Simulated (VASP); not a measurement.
A run of VASP 6.6.1 is set up as follows.

The input INCAR:

```
ALGO = Normal
EDIFF = 1E-7
ENCUT = 520
GGA = PE
ISIF = 2
ISMEAR = 0
LASPH = True
LCHARG = False
LREAL = False
LWAVE = False
NBANDS = 16
NELM = 60
PREC = Accurate
SIGMA = 0.1
```

The input KPOINTS:

```
k-points
0
Gamma
  6 6 6
```

Contents of POSCAR:

```
Li3F
1.0
    5.1575021068      0.0000000000      0.0000000000
   -2.5787510534      4.4665278446      0.0000000000
    0.0000000000      0.0000000000      2.6495533393
Li F
3 1
Direct
    0.7040871079      0.0000000000     -0.0937629356
    0.2959128921      0.2959128921     -0.0937629356
    0.0000000000      0.7040871079     -0.0937629356
    0.0000000000      0.0000000000      0.4062888067
```

Potentials or basis: VASP PAW PBE potentials, release 64 (Li_sv, F).

Run with:

```sh
$ cat potpaw_PBE.64/Li_sv/POTCAR potpaw_PBE.64/F/POTCAR > POTCAR
$ mpirun -np 1 vasp_std > vasp.out
```

(1) Estimate the band gap on the k mesh.

(2) Predict the largest force.

Answers

(1) zero (band 8 reaches 4.81 eV, above the bottom of band 9 at 0.52 eV).

(2) 0.011 eV/Å.

Caveat: the k points lie up to 0.40 Å⁻¹ apart.
